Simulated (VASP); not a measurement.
Wanted: the native input for a VASP 6.6.1 run.

```yaml
Task: single point
Functional: PBEsol
Dispersion: D3(BJ)
Potentials_or_basis: VASP PAW PBE potentials, release 64 (Hf_pv, N)
Cutoff: 520 eV
k_mesh: 10 × 10 × 10
Occupations: fermi-dirac, width 0.05 eV
Spin: no spin polarisation
Dipole_correction: no
Further_INCAR_settings: ALGO = Normal; EDIFF = 1e-06; NBANDS = 14
```

The structure of HfN lies in POSCAR:

```
HfN
1.0
    0.0000000000      2.4217435479      2.4217435479
    2.4217435479      0.0000000000      2.4217435479
    2.4217435479      2.4217435479      0.0000000000
Hf N
1 1
Direct
    0.0000000000      0.0000000000      0.0000000000
    0.7500000000      0.7500000000      0.7500000000
```

The input as run:

INCAR

```
SYSTEM = HfN
ALGO = Normal
EDIFF = 1E-6
ENCUT = 520
GGA = PS
ISIF = 2
ISMEAR = -1
IVDW = 12
LASPH = .True.
LCHARG = .False.
LREAL = .False.
LWAVE = .False.
NBANDS = 14
NELM = 80
PREC = Accurate
SIGMA = 0.05
```

KPOINTS

```
k-points
0
Gamma
  10 10 10
  0 0 0
```

Potentials or basis: VASP PAW PBE potentials, release 64 (Hf_pv, N).

Launch:

```console
$ cat potpaw_PBE.64/Hf_pv/POTCAR potpaw_PBE.64/N/POTCAR > POTCAR
$ mpirun -np 1 vasp_std > vasp.out
```

Results of the run:

* Pressure: -1.3 GPa
* Dispersion energy per atom: -0.314 eV

Caveat: three body term missing; the PAW data sets were made with another functional, which shifts forces and pressure a little; pairwise dispersion overbinds metals, which lowers pressure and volume.

It took 14 s on 1 thread of AMD EPYC 9R14 (Zen 4), with other jobs on the host, peak memory 0.14 GiB.
